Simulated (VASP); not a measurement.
Crystal: Sr2HfF3.

```
Sr Hf F
1.0
     6.01061    0.00000    0.00000
    -3.00530    5.20534    0.00000
     0.00000    0.00000    3.65997
Sr Hf F
2 1 3
Direct
  0.33333 0.66667 0.00000
  0.66667 0.33333 0.00000
  0.00000 0.00000 0.00000
  0.50000 0.00000 0.50000
  0.50000 0.50000 0.50000
  0.00000 0.50000 0.50000
```

| Quantity | Value |
| --- | --- |
| Program | VASP 6.6.1 |
| Task | relaxation of cell and atoms |
| Functional | PBE |
| Potentials or basis | VASP PAW PBE potentials, release 64 (Sr_sv, Hf_pv, F) |
| Cutoff | 600 eV |
| k mesh | 3 × 3 × 6 |
| Occupations | gaussian, width 0.1 eV |
| Spin | no spin polarisation |

At the start: pressure 4.5 GPa; volume 19.09 Å³/atom.

Task: How do energy, volume and symmetry change on relaxing?

Result: Over 5 steps the energy falls by 118.6 meV/atom and the volume is 21.40 Å³/atom (+12.1 %); space group P6/mmm (No. 191, to 0.05 Å).

The path:
```csv
step,energy change (eV),largest force (eV/Å),pressure (GPa),volume (Å³)
1,0.0000,0.0000,4.47,114.51
2,-0.3507,0.0000,0.70,123.46
3,-0.4863,0.0000,-2.09,132.77
4,-0.6750,0.0000,-0.87,130.01
5,-0.7117,0.0000,-0.08,128.37
```

Final structure:
```
CELL_PARAMETERS angstrom
6.69909 0.00000 0.00000
-3.34955 5.80159 0.00000
0.00000 0.00000 3.30304
ATOMIC_POSITIONS crystal
Sr 0.33333 0.66667 0.00000
Sr 0.66667 0.33333 0.00000
Hf 0.00000 0.00000 0.00000
F 0.50000 0.00000 0.50000
F 0.50000 0.50000 0.50000
F 0.00000 0.50000 0.50000
```

Caveat: the k points lie up to 0.36 Å⁻¹ apart in the final cell; an odd number of electrons without spin polarisation forces a metal; a magnetic or distorted state may lie lower.
